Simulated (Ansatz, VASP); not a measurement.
CsPbCl3 in VASP and in Ansatz

```
Cs Pb Cl
1.0
     5.52925    0.00000    0.00000
     0.00000    5.52925    0.00000
     0.00000    0.00000    5.52925
Cs Pb Cl
1 1 3
Direct
  0.00000 0.00000 0.00000
  0.50000 0.50000 0.50000
  0.00000 0.50000 0.50000
  0.50000 0.50000 0.00000
  0.50000 0.00000 0.50000
```

Alike in both runs: task single point; functional PBE; k mesh 4 × 4 × 4; occupations gaussian, width 0.05 eV; non-collinear spin, spin-orbit coupling.

|  | VASP | Ansatz |
| --- | --- | --- |
| version | VASP 6.6.1 | Ansatz 0.2.0 |
| potentials or method | VASP PAW PBE potentials, release 64 (Cs_sv, Pb_d, Cl), cutoff 520 eV | plane waves, PAW |
| valence electrons in the cell | 44 | 44 |

|  | VASP | Ansatz | Ansatz less VASP |
| --- | --- | --- | --- |
| pressure (GPa) | 3.1 | 3.1 | +0.02 |
